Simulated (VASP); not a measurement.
Crystal: Mo.

```
Mo
1.0
    -1.56500    1.56500    1.56500
     1.56500   -1.56500    1.56500
     1.56500    1.56500   -1.56500
Mo
1
Direct
  0.00000 0.00000 0.00000
```

- Program: VASP 6.6.1
- Task: relaxation of cell and atoms
- Functional: PBE
- Potentials or basis: VASP PAW PBE potentials, release 64 (Mo_sv)
- Cutoff: 500 eV
- k mesh: 8 × 8 × 8
- Occupations: gaussian, width 0.1 eV
- Spin: no spin polarisation

At the start: pressure 9.2 GPa; volume 15.33 Å³/atom.

**Question.** Where does the relaxation end?

**Answer.** Over 3 steps the energy falls by 14.7 meV/atom and the volume is 15.88 Å³/atom (+3.6 %); space group Im-3m (No. 229, to 0.1 Å) before and after.

Step by step:
| step | energy change (eV) | largest force (eV/Å) | pressure (GPa) | volume (Å³) |
| --- | --- | --- | --- | --- |
| 1 | 0.0000 | 0.0000 | 9.23 | 15.33 |
| 2 | 0.0843 | 0.0000 | -19.34 | 17.38 |
| 3 | -0.0147 | 0.0000 | -0.32 | 15.88 |

Final structure:
```xyz
1
Lattice="-1.5834 1.5834 1.5834 1.5834 -1.5834 1.5834 1.5834 1.5834 -1.5834" Properties=species:S:1:pos:R:3 pbc="T T T"
Mo    0.0000    0.0000    0.0000
```
